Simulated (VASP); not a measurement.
Runs of VASP 6.6.1 on CdS. The structure is that of space group Fm-3m (No. 225), or close to it. The cells are those of the table. 

| cell | gap on the mesh (eV) | pressure (GPa) |
| --- | --- | --- |
| a = 3.868 Å, angles 60.0°, 2 atoms | 0.12 | (b) |
| a = 3.841 Å, angles 60.0°, 2 atoms | 0.12 | -1.0 |
| a = 3.945 Å, angles 60.0°, 2 atoms | 0.13 | -6.2 |
| a = 3.814 Å, angles 60.0°, 2 atoms | 0.11 | 0.8 |
| a = 3.970 Å, angles 60.0°, 2 atoms | 0.12 | (a) |
| a = 3.919 Å, angles 60.0°, 2 atoms | 0.13 | -5.2 |

Alike in all rows: task single point; level PBEsol; potentials or basis VASP PAW PBE potentials, release 64 (Cd, S); no spin polarisation; k mesh 6 × 6 × 6; cutoff (eV) 500; smearing gaussian 0.01 eV.

Question: Estimate the missing entries.

Answer: (a) -7.2; (b) -2.6.

Caveats: the PAW data sets were made with another functional, which shifts forces and pressure a little.

A k mesh can miss the band edges, and the runs leave out spin-orbit coupling on Cd.
